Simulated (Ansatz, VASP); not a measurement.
One calculation of Sr, two programs

```
CELL_PARAMETERS angstrom
0.00000 2.84867 2.84867
2.84867 0.00000 2.84867
2.84867 2.84867 0.00000
ATOMIC_POSITIONS crystal
Sr 0.00000 0.00000 0.00000
```

Change from the starting cell: volume scaled by 0.84, LAPW.

Alike in both runs: task single point; functional PBE; k mesh 12 × 12 × 12; occupations fermi-dirac, width 0.08 eV; no spin polarisation.

```csv
,VASP,Ansatz
version,VASP 6.6.1,Ansatz 0.2.0
potentials or method,"VASP PAW PBE potentials, release 64 (Sr_sv), cutoff 520 eV","all-electron LAPW, scalar-relativistic"
```

```csv
,VASP,Ansatz,Ansatz less VASP
pressure (GPa),2.7,2.7,-0.02
```

Ansatz ran all-electron here, and VASP with PAW potentials.
